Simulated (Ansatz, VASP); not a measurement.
**Ta in VASP and in Ansatz**

```
CELL_PARAMETERS angstrom
-1.37427 1.37427 2.36698
1.37427 -1.37427 2.36698
1.37427 1.37427 -2.36698
ATOMIC_POSITIONS crystal
Ta 0.00000 0.00000 0.00000
```

Alike in both runs: functional PBEsol; k mesh 8 × 8 × 8; occupations gaussian, width 0.1 eV; no spin polarisation.

Ansatz relaxed the structure, and its values are those at the end. VASP's run is a single point on that final structure, the one shown.

|  | VASP | Ansatz |
| --- | --- | --- |
| version | VASP 6.6.1 | Ansatz 0.2.0 |
| potentials or method | VASP PAW PBE potentials, release 64 (Ta_pv), cutoff 500 eV | scalar-relativistic, plane waves, PAW |
| valence electrons in the cell | 11 | 13 |

Ansatz gave:

- gap on the k mesh at the Fermi level (eV): none
- pressure (GPa): 0.1

**Question.** Estimate VASP's values.

**Answer.** gap on the k mesh at the Fermi level (eV): none; pressure (GPa): 0.2.

VASP's potentials were made for PBE, not for PBEsol. A gap of «none» marks a metal or a gap that the smearing closes. VASP's potentials hold 11 valence electrons a cell and Ansatz's 13, so a difference there can come from the potentials and not from the codes.

The k mesh is coarse, so the values compare programs but aren't converged. Spin-orbit coupling is off throughout.
